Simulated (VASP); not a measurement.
# NaAg (P-6m2) in VASP: vibrations by perturbation theory with PBE

Aim: the vibrations by perturbation theory of NaAg with PBE.

All numbers are computed with VASP 6.6.1; they aren't measurements. Logs are shortened: lines on timing, memory, paths and dates and some standing lists are left out, and cuts for length are marked.

### Step 1. The cell of the first run

The structure is hexagonal, space group P-6m2 (No. 187). Conventional cell: a = 3.107 Å, b = 3.107 Å, c = 5.143 Å, α = 90.00°, β = 90.00°, γ = 120.00°. Within 4.1 Å of Na (site symmetry -6m2) lie 6 Na at 3.11 Å and 6 Ag at 3.14 Å. Ag (site symmetry -6m2) has 6 Ag at 3.11 Å and 6 Na at 3.14 Å within 4.1 Å.

### Step 2. Vibrations by perturbation theory, PBE

The input, INCAR:

```
PREC = Accurate
ENCUT = 520
EDIFF = 1E-8
ISMEAR = -1
SIGMA = 0.15
LREAL = F
LASPH = T
NELM = 60
ALGO = Normal
ISIF = 2
LWAVE = F
LCHARG = T
GGA = PE
IBRION = 8
NSW = 1
```

The input, KPOINTS:

```
Automatic mesh
0
Gamma
  15 15 8
```

The input, POSCAR:

```
NaAg
1.0
    3.1065873928      0.0000000000      0.0000000000
   -1.5532936964      2.6903836012      0.0000000000
    0.0000000000      0.0000000000      5.1431087936
Na Ag
1 1
Direct
    0.3333333333      0.6666666667      0.5000000000
    0.0000000000      0.0000000000      0.0000000000
```

Potentials or basis: VASP PAW PBE potentials, release 64 (Na_pv, Ag).

The run is started by

```sh
$ cat potpaw_PBE.64/Na_pv/POTCAR potpaw_PBE.64/Ag/POTCAR > POTCAR
$ mpirun -np 1 vasp_std > vasp.out
```

OUTCAR:

```text
PREC = Accurate
   ENCUT = 520
   EDIFF = 1E-8
   ISMEAR = -1
   LREAL = F
   LASPH = T
   NELM = 60
   ISIF = 2
   GGA = PE
   IBRION = 8
   NSW = 1

 ion  position               nearest neighbor table
   1  0.333  0.667  0.500-   2 3.14   2 3.14   2 3.14   2 3.14   2 3.14   2 3.14
   2  0.000  0.000  0.000-   1 3.14   1 3.14   1 3.14   1 3.14   1 3.14   1 3.14

  LATTYP: Found a hexagonal cell.
 ALAT       =     3.1065873928
 C/A-ratio  =     1.6555493676

  Lattice vectors:

 A1 = (   3.1065873928,   0.0000000000,   0.0000000000)
 A2 = (  -1.5532936964,   2.6903836012,   0.0000000000)
 A3 = (   0.0000000000,   0.0000000000,   5.1431087936)

Analysis of symmetry for initial positions (statically):
=====================================================================
 Subroutine PRICEL returns:
 Original cell was already a primitive cell.

 Routine SETGRP: Setting up the symmetry group for a
 hexagonal supercell.

 Subroutine GETGRP returns: Found 12 space group operations
 (whereof 12 operations were pure point group operations)
 out of a pool of 24 trial point group operations.

The static configuration has the point symmetry D_3h.

Analysis of symmetry for dynamics (positions and initial velocities):
=====================================================================
 Subroutine PRICEL returns:
 Original cell was already a primitive cell.

 Routine SETGRP: Setting up the symmetry group for a
 hexagonal supercell.

 Subroutine GETGRP returns: Found 12 space group operations
 (whereof 12 operations were pure point group operations)
 out of a pool of 24 trial point group operations.

The dynamic configuration has the point symmetry D_3h.

 Subroutine INISYM returns: Found 12 space group operations
 (whereof 12 operations are pure point group operations),
 and found     1 'primitive' translations

----------------------------------------------------------------------------------------

                                     Primitive cell

  volume of cell :      42.9856

  direct lattice vectors                    reciprocal lattice vectors
     3.106587393  0.000000000  0.000000000     0.321896626  0.185847104  0.000000000
    -1.553293696  2.690383601  0.000000000     0.000000000  0.371694207  0.000000000
     0.000000000  0.000000000  5.143108794     0.000000000  0.000000000  0.194434930

  length of vectors
     3.106587393  3.106587393  5.143108794     0.371694207  0.371694207  0.194434930

  position of ions in fractional coordinates (direct lattice)
     0.333333333  0.666666667  0.500000000
     0.000000000  0.000000000  0.000000000

  ion indices of the primitive-cell ions
   primitive index   ion index
                 1           1
                 2           2

----------------------------------------------------------------------------------------

 KPOINTS: Automatic mesh

Automatic generation of k-mesh.
 Grid dimensions read from file:
 generate k-points for:   15   15    8

 Generating k-lattice:

  Cartesian coordinates                     Fractional coordinates (reciprocal lattice)
     0.021459775  0.012389807  0.000000000     0.066666667  0.000000000  0.000000000
     0.000000000  0.024779614  0.000000000     0.000000000  0.066666667  0.000000000
     0.000000000  0.000000000  0.024304366     0.000000000  0.000000000  0.125000000

  Length of vectors
     0.024779614  0.024779614  0.024304366

  Shift w.r.t. Gamma in fractional coordinates (k-lattice)
     0.000000000  0.000000000  0.000000000

 Subroutine IBZKPT returns following result:
 ===========================================

 Found    135 irreducible k-points:

 Following reciprocal coordinates:
            Coordinates               Weight
  0.000000  0.000000  0.000000      1.000000
  0.066667  0.000000  0.000000      6.000000
  0.133333  0.000000  0.000000      6.000000
  0.200000  0.000000  0.000000      6.000000
  0.266667  0.000000  0.000000      6.000000
  0.333333 -0.000000  0.000000      6.000000
[... 16 lines left out ...]
  0.333333  0.200000  0.000000     12.000000
  0.400000  0.200000  0.000000      6.000000
 [... further k-points ...]
   k-points           NKPTS =    135   k-points in BZ     NKDIM =    135   number of bands    NBANDS=     13
   number of dos      NEDOS =    301   number of ions     NIONS =      2
   total plane-waves  NPLWV =  23040
   dimension x,y,z NGX =    24 NGY =   24 NGZ =   40
   dimension x,y,z NGXF=    48 NGYF=   48 NGZF=   80
   ions per type =               1   1
   NGX,Y,Z   is equivalent  to a cutoff of  12.84, 12.84, 12.93 a.u.
   NGXF,Y,Z  is equivalent  to a cutoff of  25.69, 25.69, 25.86 a.u.
 SYSTEM =  unknown system
   PREC   = accura    normal or accurate (medium, high low for compatibility)
   ISTART =      0    job   : 0-new  1-cont  2-samecut
   ICHARG =      2    charge: 1-file 2-atom 10-const
   ISPIN  =      1    spin polarized calculation?
   LNONCOLLINEAR =      F non collinear calculations
   LSORBIT =      F    spin-orbit coupling
   LASPH  =      T    aspherical Exc in radial PAW
   ENCUT  =  520.0 eV  38.22 Ry    6.18 a.u.   5.78  5.78  9.56*2*pi/ulx,y,z
   NELM   =     60;   NELMIN=  2; NELMDL= -5     # of ELM steps
   EDIFF  = 0.1E-07   stopping-criterion for ELM
   LREAL  =      F    real-space projection
   EDIFFG = 0.1E-06   stopping-criterion for IOM
   NSW    =      1    number of steps for IOM
   IBRION =      8    ionic relax: 0-MD 1-quasi-New 2-CG
   NFREE  =      0    steps in history (QN), initial steepest desc. (CG)
   ISIF   =      2    stress and relaxation
   ISYM   =      2    0-nonsym 1-usesym 2-fastsym
   POTIM  = 0.5000    time-step for ionic-motion
   TEBEG  =    0.0;   TEEND  =   0.0 temperature during run
   PSTRESS=    0.0 pullay stress
   NELECT =      18.0000    total number of electrons
   NUPDOWN=      -1.0000    fix difference up-down
   EMIN   =  10.00;   EMAX   =-10.00  energy-range for DOS
   EFERMI =   0.00;   METHOD = LEGACY
   ISMEAR =    -1;   SIGMA  =   0.15  broadening in eV -4-tet -1-fermi 0-gaus
   EFERMI_NEDOS =   21; number of points for ismear=-14 and -15
   IALGO  =     38    algorithm
   IMIX   =      4    mixing-type and parameters
     AMIX     =   0.40;   BMIX     =  1.00
     AMIX_MAG =   1.60;   BMIX_MAG =  1.00
  volume/ion in A,a.u.               =      21.49       145.04
  Fermi-wavevector in a.u.,A,eV,Ry     =   1.224779  2.314497 20.409886  1.500084
  Thomas-Fermi vector in A             =   2.359841
   LORBIT       =      0    0 simple, 1 ext, 2 COOP (PROOUT), +10 PAW based schemes
   GGA     = PE    functional components
   LHFCALC =     F    Hartree Fock is set to
   AEXX    =    0.0000 exact exchange contribution
   IVDW    =     0    specifies the selected vdW correction
   LEPSILON=     F    determine dielectric tensor
   LRPA    =     F    only Hartree local field effects (RPA)
 non-spin polarized calculation
  energy-cutoff  :      520.00
  volume of cell :       42.99
 maximum number of plane-waves:      1172
 NGX is ok and might be reduce to    24
   NGX = 11   NGY = 11   NGZ = 19

--------------------------------------- Ionic step        1  -------------------------------------------

 number of electron      18.0000001 magnetization

 Free energy of the ion-electron system (eV)
  ---------------------------------------------------
  ext. energy  EPLUGINS =         0.00000000
  ---------------------------------------------------
  free energy    TOTEN  =        -3.94528695 eV

  energy without entropy =       -3.89836191  energy(sigma->0) =       -3.92182443

 E-fermi :   4.1025     XC(G=0):  -9.4604

 val. band max:        4.0578817049   @ k =   0.2000   0.2000   0.5000
 cond. band min:       4.1194885021   @ k =   0.1333   0.0000   0.1250
 fundamental gap:      0.0616067972
 Fermi energy:         4.1024593780

 k-point     1 :       0.0000    0.0000    0.0000
  band No.  band energies     occupation
      1     -20.5046      2.00000
      2     -20.5046      2.00000
      3     -20.5031      2.00000
      4      -1.6856      2.00000
      5      -0.8964      2.00000
      6      -0.2614      2.00000
      7      -0.2614      2.00000
      8       0.2847      2.00000
      9       0.2847      2.00000
     10       4.3783      0.27434
     11       6.1814      0.00000
     12      18.0983      0.00000
     13      18.0983      0.00000
[... 354 lines left out ...]
  band No.  band energies     occupation
      1     -20.6495      2.00000
      2     -20.5777      2.00000
      3     -20.4738      2.00000
      4      -0.7137      2.00000
      5      -0.6197      2.00000
      6      -0.1570      2.00000
      7      -0.1174      2.00000
      8       0.2926      2.00000
      9       5.1623      0.00171
     10       5.4784      0.00021
     11       9.3772      0.00000
     12       9.4673      0.00000
     13      11.1184      0.00000

 [... further k-points ...]

------------------------ aborting loop because EDIFF is reached ----------------------------------------

  FORCE on cell =-STRESS in cart. coord.  units (eV):
  Direction    XX          YY          ZZ          XY          YZ          ZX
  --------------------------------------------------------------------------------------
  -------------------------------------------------------------------------------------
  Total        0.0095111      0.0095111      0.0079339      0.0000000     -0.0000000      0.0000000
  in kB        0.3545027      0.3545027      0.2957146      0.0000000     -0.0000000      0.0000000
  external PRESSURE =       0.3349067 kB  Pullay stress =       0.0000000 kB

 VOLUME and BASIS-vectors are now :
 -----------------------------------------------------------------------------
  energy-cutoff  :      520.00
  volume of cell :       42.99
      direct lattice vectors                 reciprocal lattice vectors
     3.106587393  0.000000000  0.000000000     0.321896626  0.185847104  0.000000000
    -1.553293696  2.690383601  0.000000000     0.000000000  0.371694207  0.000000000
     0.000000000  0.000000000  5.143108794     0.000000000  0.000000000  0.194434930

 POSITION                                       TOTAL-FORCE (eV/Angst)
 -----------------------------------------------------------------------------------
     -0.00000      1.79359      2.57155         0.000000     -0.000000      0.000000
      0.00000      0.00000      0.00000        -0.000000      0.000000      0.000000
 -----------------------------------------------------------------------------------
    total drift:                                0.000000     -0.000000     -0.000000

  FREE ENERGIE OF THE ION-ELECTRON SYSTEM (eV)
  ---------------------------------------------------
  free  energy   TOTEN  =        -3.9452869521 eV

  energy  without entropy=       -3.8983619121  energy(sigma->0) =       -3.92182443

[... ionic steps 2 to 3 ...]

--------------------------------------- Ionic step        4  -------------------------------------------

------------------------ aborting loop because EDIFF is reached ----------------------------------------
[... 11 lines left out ...]
[... ionic steps 8 to 8 ...]

--------------------------------------- Ionic step        9  -------------------------------------------

 Free energy of the ion-electron system (eV)
  ---------------------------------------------------
  ---------------------------------------------------
  free energy    TOTEN  =        -0.31476085 eV

  energy without entropy =       -0.31476086

------------------------ aborting loop because EDIFF is reached ----------------------------------------

 INTERNAL STRAIN TENSOR  FOR ION    2  DIRECTION 3   (eV/Angst):
 -----------------------------------------------------------------------------
    -0.00062  0.00000  0.00000
     0.00000 -0.00062  0.00000
     0.00000  0.00000  0.00145

 INTERNAL STRAIN TENSOR FOR ION    2 for displacements in x,y,z  (eV/Angst):
          X           Y           Z          XY          YZ          ZX
  --------------------------------------------------------------------------------
  x     0.00000     0.00000     0.00000    -0.77459     0.00000     0.00000
  y    -0.77459     0.77459     0.00000     0.00000     0.00000     0.00000
  z     0.00000     0.00000     0.00000     0.00000     0.00000     0.00000

 SECOND DERIVATIVES (NOT SYMMETRIZED)
 ------------------------------------
               1X          1Y          1Z          2X          2Y          2Z
  1X    -0.385653   -0.000000    0.000000    0.385653    0.000000    0.000000
  1Y    -0.000000   -0.385653    0.000000    0.000000    0.385653    0.000000
  1Z    -0.000000    0.000000   -2.019620    0.000000    0.000000    2.019620
  2X     0.387533    0.000000    0.000000   -0.387533   -0.000000    0.000000
  2Y     0.000000    0.387533    0.000000    0.000000   -0.387533    0.000000
  2Z     0.000000    0.000000    2.011136    0.000000    0.000000   -2.011136

 Eigenvectors and eigenvalues of the dynamical matrix
 ----------------------------------------------------

   1 f  =    5.101639 THz    32.054546 2PiTHz  170.172376 cm-1    21.098676 meV
             X         Y         Z           dx          dy          dz
     -0.000000  1.793589  2.571554     0.000000    0.000000    0.908252
      0.000000  0.000000  0.000000     0.000000    0.000000   -0.418423
[... 21 lines left out ...]
   6 f/i=    0.004081 THz     0.025641 2PiTHz    0.136123 cm-1     0.016877 meV
             X         Y         Z           dx          dy          dz
     -0.000000  1.793589  2.571554     0.000000    0.000000   -0.418423
      0.000000  0.000000  0.000000     0.000000    0.000000   -0.908252

--------------------------------------------------------------------------------------------------------

 ELASTIC MODULI CONTR FROM IONIC RELAXATION (kBar)
 Direction    XX          YY          ZZ          XY          YZ          ZX
 --------------------------------------------------------------------------------
 XX         -57.8784     57.8784      0.0000      0.0000      0.0000      0.0000
 YY          57.8784    -57.8784      0.0000     -0.0000      0.0000      0.0000
 ZZ           0.0000      0.0000      0.0000      0.0000      0.0000      0.0000
 XY           0.0000     -0.0000      0.0000    -57.8784      0.0000      0.0000
 YZ           0.0000      0.0000      0.0000      0.0000      0.0000      0.0000
 ZX           0.0000      0.0000      0.0000      0.0000      0.0000     -0.0000
 --------------------------------------------------------------------------------
```

Wall time 24 min (1 thread of Intel Xeon 8259CL, shared host); peak memory 0.74 GiB.

What came out:

```yaml
Highest_phonon_frequency_at_Γ: 170 cm⁻¹
```

Phonon frequencies in cm⁻¹ (negative: imaginary):
```tsv
q point	frequencies
(0.000, 0.000, 0.000)	0 0 0 74 74 170
```
